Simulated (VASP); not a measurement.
# Al48ZnO72 (a cell with a defect) in VASP: single point with PBEsol

Aim: the single point of Al48ZnO72 (a cell with a defect) with PBEsol.

All numbers are computed with VASP 6.6.1; they aren't measurements. Logs are shortened: lines on timing, memory, paths and dates and some standing lists are left out, and cuts for length are marked.

## Step 1: The cell of the first run

The cell holds a defect, 121 atoms: a = 9.548 Å, b = 9.548 Å, c = 13.014 Å, α = 90.00°, β = 90.00°, γ = 120.00°.

## Step 2: Single point, PBEsol, collinear spin

Contents of INCAR:

```
  PREC = Accurate
  ENCUT = 520
  EDIFF = 1E-6
  ISMEAR = -1
  SIGMA = 0.05
  LREAL = Auto
  LASPH = True
  NELM = 200
  ALGO = Normal
  ISIF = 2
  LWAVE = False
  LCHARG = True
  ISPIN = 2
  MAGMOM = 0 0 0 0 0 0 0 0 0 0 0 0 0 0 0 0 0 0 0 0.111 0 0 0 0 0 0 0 0.111 0 0 0 0 0 0 0 0 0 0 0 0 0 0 0 0 0 0 0 0 0 0 0 0 0 0 0 0 0 0 0 0 0 0 0 0 0 0 0 0 0 0 0 0.111 0 0 0 0.111 0 0 0.111 0 0 0 0 0 0 0 0 0 0 0 0 0 0 0.111 0 0 0.111 0 0 0 0.111 0 0 0 0 0 0 0 0 0 0 0 0 0 0 0 0 0 0 0 0.111
  LORBIT = 11
  GGA = PS
  LELF = True
  LVHAR = True
  NBANDS = 364
  NELECT = 587.0
  ISYM = -1
  GGA_COMPAT = False
  KPAR = 1
```

Contents of KPOINTS:

```
explicit points
1
Reciprocal
  0.25000000   0.25000000   0.25000000 1
```

Contents of POSCAR:

```
Al48ZnO72
1.0
    9.5478620000      0.0000000000      0.0000000000
   -4.7739310000      8.2686910000      0.0000000000
    0.0000000000      0.0000000000     13.0135760000
Al O Zn
48 72 1
Direct
    0.3323110000      0.1641540000      0.1840750000
    0.3318850000      0.6677790000      0.1840900000
    0.8333520000      0.1667130000      0.1850900000
    0.8358920000      0.6681880000      0.1841010000
    0.1641660000      0.3313600000      0.0190720000
    0.1667040000      0.8333720000      0.0191800000
[... 113 lines left out ...]
    0.6668740000      0.9865740000      0.9168460000
    0.5003290000      0.5002450000      0.4898490000
```

Potentials or basis: VASP PAW PBE potentials, release 64 (Al, O, Zn).

The run is started by

```console
cat potpaw_PBE.64/Al/POTCAR potpaw_PBE.64/O/POTCAR potpaw_PBE.64/Zn/POTCAR > POTCAR
mpirun -np 4 vasp_std > vasp.out
```

OUTCAR:

```text
PREC = Accurate
   ENCUT = 520
   EDIFF = 1E-6
   ISMEAR = -1
   LREAL = Auto
   LASPH = True
   NELM = 200
   ISIF = 2
   ISPIN = 2
   LORBIT = 11
   GGA = PS
   NELECT = 587.0
   ISYM = -1

 ion  position               nearest neighbor table
   1  0.332  0.164  0.184-  49 1.85  59 1.86  61 1.86  53 1.95  65 1.97  89 1.99  41 2.64  23 2.79
                            21 2.79  24 2.85  10 3.22  11 3.24   9 3.28  20 3.31
   2  0.332  0.668  0.184-  62 1.85  50 1.86  60 1.86  66 1.95  90 1.97  54 1.99  42 2.64  23 2.79
                            22 2.79  24 2.85  10 3.22   9 3.24  12 3.28  20 3.31
   3  0.833  0.167  0.185-  57 1.86  63 1.86  51 1.86  55 1.97  67 1.97  91 1.97  43 2.65  21 2.80
                            23 2.80  22 2.80   9 3.19  12 3.19  11 3.19
   4  0.836  0.668  0.184-  58 1.85  64 1.86  52 1.87  92 1.95  56 1.97  68 1.99  44 2.64  22 2.79
                            21 2.79  24 2.85  10 3.22  12 3.24  11 3.28  20 3.32
   5  0.164  0.331  0.019-  91 1.85  65 1.86  54 1.86  81 1.96 105 1.96 117 1.98  45 2.64  43 2.78
                            41 2.82  42 2.82  24 3.15  21 3.21  22 3.22
   6  0.167  0.833  0.019-  66 1.85  92 1.85  53 1.85 106 1.97  82 1.97 118 1.97  46 2.64  42 2.78
                            44 2.78  41 2.78  22 3.22  23 3.23  21 3.23
   7  0.669  0.333  0.019-  67 1.85  56 1.86  89 1.86 107 1.96 119 1.96  83 1.98  47 2.64  43 2.78
                            44 2.82  41 2.82  24 3.15  22 3.21  23 3.22
   8  0.667  0.836  0.019-  55 1.85  90 1.86  68 1.86 120 1.96  84 1.96 108 1.98  48 2.64  43 2.78
                            42 2.82  44 2.82  24 3.15  23 3.21  21 3.22
   9  0.162  0.333  0.314-  57 1.84  50 1.86  61 1.90 101 1.91  77 1.99  73 1.99  13 2.66  18 2.77
                            17 2.78  20 2.80   3 3.19   2 3.24   1 3.28
  10  0.167  0.833  0.315-  62 1.86  49 1.86  58 1.86  78 1.96  74 1.96 102 1.96  14 2.67  17 2.80
                            19 2.80  18 2.80   1 3.22   4 3.22   2 3.22
  11  0.667  0.329  0.314-  63 1.84  59 1.86  52 1.90  79 1.91  75 1.99 103 1.99  15 2.66  19 2.78
                            18 2.78  20 2.80   3 3.19   1 3.24   4 3.28
[... 131 lines left out ...]
 106  0.319  0.833  0.917-  42 1.85  31 1.86  46 1.96   6 1.97
 107  0.820  0.333  0.917-  30 1.86  43 1.86  47 1.95   7 1.96
[... 11 lines left out ...]
 119  0.668  0.486  0.919-  32 1.83  44 1.86   7 1.96  47 1.98
 120  0.667  0.987  0.917-  31 1.86  43 1.86  48 1.95   8 1.96
 121  0.500  0.500  0.490-  72 2.06  94 2.06  97 2.06  76 2.13  79 2.14 101 2.14  20 2.17  28 2.33
                            40 2.84  38 2.84  37 2.84  16 2.84  15 2.84  13 2.85

IMPORTANT INFORMATION: All symmetrisations will be switched off!
NOSYMM: (Re-)initialisation of all symmetry stuff for point group C_1.

----------------------------------------------------------------------------------------

                                     Primitive cell

  volume of cell :    1027.4000

  direct lattice vectors                    reciprocal lattice vectors
     9.547862000  0.000000000  0.000000000     0.104735489  0.060469063  0.000000000
    -4.773931000  8.268691000  0.000000000     0.000000000  0.120938127  0.000000000
     0.000000000  0.000000000 13.013576000     0.000000000  0.000000000  0.076842829

  length of vectors
     9.547862000  9.547861962 13.013576000     0.120938126  0.120938127  0.076842829

  position of ions in fractional coordinates (direct lattice)
     0.332311000  0.164154000  0.184075000
     0.331885000  0.667779000  0.184090000
     0.833352000  0.166713000  0.185090000
     0.835892000  0.668188000  0.184101000
     0.164166000  0.331360000  0.019072000
     0.166704000  0.833372000  0.019180000
[... 113 lines left out ...]
     0.666874000  0.986574000  0.916846000
     0.500329000  0.500245000  0.489849000

  ion indices of the primitive-cell ions
   primitive index   ion index
                 1           1
                 2           2
                 3           3
                 4           4
                 5           5
                 6           6
[... 96 lines left out ...]
               103         103
               104         104
   k-points           NKPTS =      1   k-points in BZ     NKDIM =      1   number of bands    NBANDS=    364
   number of dos      NEDOS =    301   number of ions     NIONS =    121
   total plane-waves  NPLWV = 508032
   dimension x,y,z NGX =    72 NGY =   72 NGZ =   98
   dimension x,y,z NGXF=   144 NGYF=  144 NGZF=  196
   ions per type =              48  72   1
   NGX,Y,Z   is equivalent  to a cutoff of  12.54, 12.54, 12.52 a.u.
   NGXF,Y,Z  is equivalent  to a cutoff of  25.07, 25.07, 25.04 a.u.
 SYSTEM =  unknown system
   PREC   = accura    normal or accurate (medium, high low for compatibility)
   ISTART =      0    job   : 0-new  1-cont  2-samecut
   ICHARG =      2    charge: 1-file 2-atom 10-const
   ISPIN  =      2    spin polarized calculation?
   LNONCOLLINEAR =      F non collinear calculations
   LSORBIT =      F    spin-orbit coupling
   LASPH  =      T    aspherical Exc in radial PAW
   ENCUT  =  520.0 eV  38.22 Ry    6.18 a.u.  17.75 17.75 24.20*2*pi/ulx,y,z
   NELM   =    200;   NELMIN=  2; NELMDL= -5     # of ELM steps
   EDIFF  = 0.1E-05   stopping-criterion for ELM
   LREAL  =      T    real-space projection
   EDIFFG = 0.1E-04   stopping-criterion for IOM
   NSW    =      0    number of steps for IOM
   IBRION =     -1    ionic relax: 0-MD 1-quasi-New 2-CG
   NFREE  =      0    steps in history (QN), initial steepest desc. (CG)
   ISIF   =      2    stress and relaxation
   ISYM   =     -1    0-nonsym 1-usesym 2-fastsym
   POTIM  = 0.5000    time-step for ionic-motion
   TEBEG  =    0.0;   TEEND  =   0.0 temperature during run
   PSTRESS=    0.0 pullay stress
   NELECT =     587.0000    total number of electrons
   NUPDOWN=      -1.0000    fix difference up-down
   EMIN   =  10.00;   EMAX   =-10.00  energy-range for DOS
   EFERMI =   0.00;   METHOD = LEGACY
   ISMEAR =    -1;   SIGMA  =   0.05  broadening in eV -4-tet -1-fermi 0-gaus
   EFERMI_NEDOS =   21; number of points for ismear=-14 and -15
   IALGO  =     38    algorithm
   IMIX   =      4    mixing-type and parameters
     AMIX     =   0.40;   BMIX     =  1.00
     AMIX_MAG =   1.60;   BMIX_MAG =  1.00
  volume/ion in A,a.u.               =       8.49        57.30
  Fermi-wavevector in a.u.,A,eV,Ry     =   1.358442  2.567083 25.107701  1.845364
  Thomas-Fermi vector in A             =   2.485275
   LORBIT       =     11    0 simple, 1 ext, 2 COOP (PROOUT), +10 PAW based schemes
   GGA     = PS    functional components
   LHFCALC =     F    Hartree Fock is set to
   AEXX    =    0.0000 exact exchange contribution
   IVDW    =     0    specifies the selected vdW correction
   LEPSILON=     F    determine dielectric tensor
   LRPA    =     F    only Hartree local field effects (RPA)
 spin polarized calculation
  energy-cutoff  :      520.00
  volume of cell :     1027.40
 maximum number of plane-waves:     27659
 NGX is ok and might be reduce to    70
   NGX = 35   NGY = 35   NGZ = 49

 number of electron     586.9999882 magnetization       0.9980267

 Free energy of the ion-electron system (eV)
  ---------------------------------------------------
  ext. energy  EPLUGINS =         0.00000000
  ---------------------------------------------------
  free energy    TOTEN  =      -947.04130622 eV

  energy without entropy =     -947.04067600  energy(sigma->0) =     -947.04099111

 E-fermi :  11.5186     XC(G=0): -11.9674

 val. band max:       11.1602980898   @ k =   0.2500   0.2500   0.2500
 cond. band min:      11.8769106735   @ k =   0.2500   0.2500   0.2500
 fundamental gap:      0.7166125837
 Fermi energy:        11.5186043799

 spin component 1

 k-point     1 :       0.2500    0.2500    0.2500
  band No.  band energies     occupation
      1     -12.9504      1.00000
      2     -12.7263      1.00000
      3     -12.6835      1.00000
      4     -12.6287      1.00000
      5     -12.4785      1.00000
      6     -12.4109      1.00000
[... 297 lines left out ...]
    304      14.9391      0.00000
    305      15.1804      0.00000
 Fermi energy:        11.5186043799

 spin component 2

 k-point     1 :       0.2500    0.2500    0.2500
  band No.  band energies     occupation
      1     -12.9400      1.00000
      2     -12.7189      1.00000
      3     -12.6702      1.00000
      4     -12.6223      1.00000
      5     -12.4693      1.00000
      6     -12.4056      1.00000
[... 297 lines left out ...]
    304      14.9872      0.00000
    305      15.1892      0.00000
 [bands above 305 left out]

------------------------ aborting loop because EDIFF is reached ----------------------------------------

  FORCE on cell =-STRESS in cart. coord.  units (eV):
  Direction    XX          YY          ZZ          XY          YZ          ZX
  --------------------------------------------------------------------------------------
  -------------------------------------------------------------------------------------
  Total       13.2697023     12.9688728     17.9009979     -0.2362302      0.0178914      0.0446239
  in kB       20.6934172     20.2242890     27.9156841     -0.3683888      0.0279008      0.0695887
  external PRESSURE =      22.9444635 kB  Pullay stress =       0.0000000 kB

 VOLUME and BASIS-vectors are now :
 -----------------------------------------------------------------------------
  energy-cutoff  :      520.00
  volume of cell :     1027.40
      direct lattice vectors                 reciprocal lattice vectors
     9.547862000  0.000000000  0.000000000     0.104735489  0.060469063  0.000000000
    -4.773931000  8.268691000  0.000000000     0.000000000  0.120938127  0.000000000
     0.000000000  0.000000000 13.013576000     0.000000000  0.000000000  0.076842829

 POSITION                                       TOTAL-FORCE (eV/Angst)
 -----------------------------------------------------------------------------------
      2.38920      1.35734      2.39547         0.000968      0.002991     -0.009158
     -0.01914      5.52166      2.39567         0.002639     -0.001622     -0.010814
      7.16085      1.37850      2.40868        -0.000303     -0.000752     -0.009749
      4.79110      5.52504      2.39581        -0.003690     -0.001434     -0.009607
     -0.01446      2.73991      0.24819         0.001122     -0.000904     -0.010139
     -2.38679      6.89090      0.24960        -0.000307      0.000054     -0.010641
[... 113 lines left out ...]
      1.65738      8.15768     11.93145         0.002546     -0.003725     -0.000259
      2.38894      4.13637      6.37469        -0.001359     -0.000873     -0.049532
 -----------------------------------------------------------------------------------
    total drift:                               -0.000785     -0.003734     -0.005158

  FREE ENERGIE OF THE ION-ELECTRON SYSTEM (eV)
  ---------------------------------------------------
  free  energy   TOTEN  =      -947.0413062219 eV

  energy  without entropy=     -947.0406760016  energy(sigma->0) =     -947.04099111

 total charge

# of ion       s       p       d       tot
------------------------------------------
    1        0.312   0.402   0.000   0.714
    2        0.312   0.402   0.000   0.714
    3        0.312   0.403   0.000   0.715
    4        0.312   0.402   0.000   0.714
    5        0.313   0.405   0.000   0.718
    6        0.313   0.405   0.000   0.718
[... 113 lines left out ...]
  120        1.543   3.627   0.000   5.170
  121        0.629   0.591   9.944  11.165
--------------------------------------------------
tot        126.914 280.794   9.944 417.652

 magnetization (x)

# of ion       s       p       d       tot
------------------------------------------
    1        0.000   0.000   0.000   0.000
    2        0.000   0.000   0.000   0.000
    3        0.000   0.000   0.000   0.000
    4        0.000   0.000   0.000   0.000
    5        0.000   0.000   0.000   0.000
    6        0.000   0.000   0.000   0.000
[... 113 lines left out ...]
  120        0.000   0.000   0.000   0.000
  121        0.160   0.054   0.016   0.229
--------------------------------------------------
tot          0.318   0.458   0.016   0.792
```

Run time: 10 min. Hardware: 4 MPI ranks of Intel Xeon Platinum 8259CL at 2.50GHz (Skylake/Cascade Lake), shared host; peak memory 0.58 GiB.

Results:

```
Free energy                                           : -947.0413 eV
Largest force                                         : 0.051 eV/Å
Net moment                                            : 1.00 μB per cell
Site moments                                          : Al +0.00, -0.00, +0.14 (each value once); O +0.00, +0.01, +0.11 (each value once); Zn +0.23 μB
Valence electrons inside the program's atomic spheres : Al 0.71, 0.72, 0.84, 0.73, 0.76, 0.74 (each value once); O 5.16, 5.17, 5.18, 5.11, 5.15 (each value once); Zn 11.16
```

Forces on the atoms (eV/Å):
```
Al   0.001  0.003 -0.009
Al   0.003 -0.002 -0.011
Al   0.000 -0.001 -0.010
Al  -0.004 -0.001 -0.010
Al   0.001 -0.001 -0.010
Al   0.000  0.000 -0.011
Al   0.000  0.002 -0.010
Al  -0.001  0.000 -0.010
Al   0.005 -0.002 -0.003
Al   0.000  0.000  0.003
Al  -0.001  0.005 -0.002
Al  -0.003 -0.004 -0.002
Al   0.003 -0.012  0.018
Al   0.000  0.000  0.002
Al   0.007  0.007  0.017
Al  -0.009  0.003  0.018
Al  -0.001 -0.004 -0.005
Al   0.005  0.002 -0.004
Al  -0.004  0.005 -0.006
Al   0.003  0.000  0.040
Al   0.000  0.000 -0.004
Al  -0.001  0.000 -0.005
Al   0.000  0.000 -0.003
Al   0.001 -0.001  0.004
Al   0.006  0.004  0.009
Al  -0.005  0.003  0.010
Al   0.001 -0.005  0.009
Al   0.002  0.000  0.023
Al   0.000  0.001 -0.005
Al  -0.002 -0.001 -0.004
Al   0.001 -0.001 -0.006
Al   0.000  0.000 -0.013
Al  -0.001  0.007  0.005
Al   0.006 -0.002  0.005
Al  -0.001  0.000  0.008
Al  -0.007 -0.005  0.003
Al  -0.010 -0.005  0.014
Al   0.002  0.014  0.016
Al   0.000  0.000  0.024
Al   0.012 -0.008  0.015
Al   0.002  0.000 -0.003
Al  -0.001 -0.002 -0.002
Al   0.000 -0.001 -0.004
Al  -0.001  0.001 -0.002
Al   0.000  0.001  0.002
Al   0.000  0.000 -0.007
Al  -0.001  0.000  0.002
Al   0.002 -0.001  0.002
O   -0.005 -0.002  0.004
O    0.000 -0.001  0.004
O   -0.008  0.001  0.001
O    0.011  0.001 -0.007
O   -0.001  0.005  0.005
O   -0.009  0.006  0.004
O    0.000  0.005  0.007
O   -0.003  0.004  0.005
O    0.003 -0.007  0.002
O    0.004 -0.004  0.005
O    0.000  0.001  0.006
O   -0.006  0.008 -0.008
O   -0.005 -0.009 -0.008
O    0.001  0.006  0.004
O    0.005  0.007  0.002
O   -0.001  0.000  0.007
O    0.004  0.000  0.005
O    0.004 -0.002  0.006
O    0.005 -0.002  0.008
O    0.008  0.004  0.003
O   -0.002 -0.004 -0.003
O    0.011  0.001 -0.009
O    0.001  0.005 -0.004
O    0.043  0.005  0.020
O   -0.004  0.003  0.001
O   -0.003 -0.001 -0.004
O   -0.014  0.004 -0.009
O   -0.002  0.017 -0.037
O    0.010  0.009 -0.008
O    0.002  0.004 -0.004
O    0.018 -0.007 -0.038
O    0.004  0.002  0.002
O    0.002  0.004 -0.001
O    0.003  0.005 -0.002
O   -0.001  0.007  0.001
O   -0.001  0.011  0.004
O   -0.002  0.005  0.000
O   -0.004  0.004 -0.004
O    0.005 -0.005  0.006
O   -0.002  0.005 -0.002
O   -0.001 -0.010  0.003
O   -0.002 -0.004  0.004
O   -0.003 -0.003  0.008
O   -0.003 -0.002  0.007
O   -0.008  0.009 -0.010
O   -0.027  0.038  0.021
O   -0.005 -0.003 -0.004
O    0.005 -0.001 -0.003
O   -0.019 -0.040  0.022
O   -0.001  0.002 -0.002
O    0.004 -0.003 -0.003
O   -0.005 -0.010 -0.010
O   -0.011 -0.010 -0.032
O    0.002 -0.003 -0.005
O   -0.004 -0.005  0.002
O    0.003 -0.014 -0.009
O   -0.009 -0.005  0.004
O   -0.006  0.000 -0.002
O   -0.004  0.000 -0.001
O   -0.005 -0.004  0.001
O    0.005  0.001 -0.003
O   -0.007 -0.002  0.006
O    0.006  0.000 -0.001
O    0.006 -0.002 -0.003
O   -0.005 -0.004 -0.003
O   -0.002 -0.005 -0.003
O   -0.003 -0.005  0.000
O    0.001  0.007  0.006
O    0.007 -0.003  0.002
O    0.003 -0.005 -0.002
O    0.010 -0.003  0.004
O    0.003 -0.004  0.000
Zn  -0.001 -0.001 -0.050
```

Levels at points of the mesh, in eV from the Fermi level:
Spin up:
| k point | band 291 | band 292 | band 293 | band 294 | band 295 | band 296 | band 297 | band 298 |
| --- | --- | --- | --- | --- | --- | --- | --- | --- |
| (0.25, 0.25, 0.25) | -5.58 | -5.47 | -5.38 | -0.36 | 1.57 | 1.99 | 2.31 | 2.38 |
Spin down:
| k point | band 289 | band 290 | band 291 | band 292 | band 293 | band 294 | band 295 | band 296 | band 297 | band 298 |
| --- | --- | --- | --- | --- | --- | --- | --- | --- | --- | --- |
| (0.25, 0.25, 0.25) | -5.67 | -5.61 | -5.57 | -5.36 | -5.27 | 0.36 | 1.65 | 2.07 | 2.37 | 2.40 |

Caveat: the cell carries a net charge on a neutralising background, which shifts energy and pressure; the cell is charged against a uniform background, so pressure and absolute levels hang on convention; the PAW data sets were made with another functional, which shifts forces and pressure a little.
